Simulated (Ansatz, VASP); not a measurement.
## MgO: VASP beside Ansatz

```
Mg O
1.0
     0.00000    2.35047    2.35047
     2.35047    0.00000    2.35047
     2.35047    2.35047    0.00000
Mg O
1 1
Direct
  0.00000 0.00000 0.00000
  0.25000 0.25000 0.25000
```

Change from the starting cell: hydrostatic strain +3.0%.

Alike in both runs: task single point; functional HSE06; k mesh 6 × 6 × 6; no spin polarisation.

|  | VASP | Ansatz |
| --- | --- | --- |
| version | VASP 6.6.1 | Ansatz 0.2.0 |
| potentials or method | VASP PAW PBE potentials, release 64 (Mg, O) | plane waves, PAW |
| plane-wave cutoff (eV) | 520 | 420 |
| occupations | gaussian, width 0.01 eV | fixed |
| valence electrons in the cell | 8 | 16 |

Ansatz gave:

| Quantity | Value |
| --- | --- |
| gap on the k mesh at the Fermi level (eV) | 4.73 |
| pressure (GPa) | -9.4 |

Question: Which values does VASP return?

Answer: gap on the k mesh at the Fermi level (eV): 4.70; pressure (GPa): -9.6.

VASP's potentials hold 8 valence electrons a cell and Ansatz's 16, so a difference there can come from the potentials and not from the codes. Ansatz's warnings: stress exchange threshold loose, stress scf threshold loose.
